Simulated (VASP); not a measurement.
## W (a cell with a defect): single point with PBEsol

The system is W (a cell with a defect).

```
W
1.0
     6.32000    0.00000    0.00000
     0.00000    6.32000    0.00000
     0.00000    0.00000    6.32000
W
15
Direct
  0.86416 0.13566 0.86664
  0.49100 0.99540 0.00656
  0.00454 0.50891 0.00659
  0.00441 0.99555 0.49353
  0.24554 0.24729 0.24761
  0.50386 0.49608 0.00076
  0.50363 0.00121 0.50581
  0.74669 0.25324 0.25871
  0.99869 0.49635 0.50583
  0.25202 0.74793 0.25396
  0.25643 0.25313 0.74873
  0.50012 0.49982 0.50206
  0.75265 0.75443 0.24751
  0.24562 0.75420 0.75467
  0.74671 0.74331 0.74869
```

```json
{
 "Program": "VASP 6.6.1",
 "Task": "single point",
 "Functional": "PBEsol",
 "Potentials or basis": "VASP PAW PBE potentials, release 64 (W_sv)",
 "Cutoff": "520 eV",
 "k mesh": "3 × 3 × 3",
 "Occupations": "fermi-dirac, width 0.15 eV",
 "Spin": "no spin polarisation"
}
```

```yaml
Pressure: -6.8 GPa
Largest_force: 0.131 eV/Å
Band_gap_on_the_k_mesh: zero (bands 105 and 106 overlap by 0.15 eV)
```

Forces in eV/Å, atoms in the order of the input:
```
W    0.083 -0.079  0.064
W    0.004  0.015 -0.018
W   -0.017 -0.008 -0.017
W   -0.015  0.010 -0.025
W   -0.006  0.001  0.002
W   -0.007  0.002 -0.008
W    0.007  0.005  0.001
W   -0.003  0.004 -0.003
W   -0.003 -0.012 -0.002
W   -0.023  0.023 -0.004
W    0.003  0.013  0.001
W   -0.009  0.002  0.000
W   -0.001  0.005  0.007
W   -0.004  0.010 -0.002
W   -0.009  0.010  0.002
```

Stress tensor (GPa, compression positive):
```
-6.79  1.71 -1.71
 1.71 -6.80  1.71
-1.71  1.71 -6.78
```

Levels at points of the mesh, in eV from the Fermi level:
| k point | band 101 | band 102 | band 103 | band 104 | band 105 | band 106 | band 107 | band 108 | band 109 | band 110 |
| --- | --- | --- | --- | --- | --- | --- | --- | --- | --- | --- |
| (0.00, 0.00, 0.00) | -0.18 | -0.18 | -0.03 | 0.17 | 0.17 | 0.82 | 0.85 | 0.85 | 1.07 | 1.08 |

Run time: 17 min on 1 thread of AMD EPYC 7R13 (shared host), peak memory 0.44 GiB.

Caveat: the PAW data sets were made with another functional, which shifts forces and pressure a little; spin-orbit coupling is left out, which moves the levels of the heavy elements.
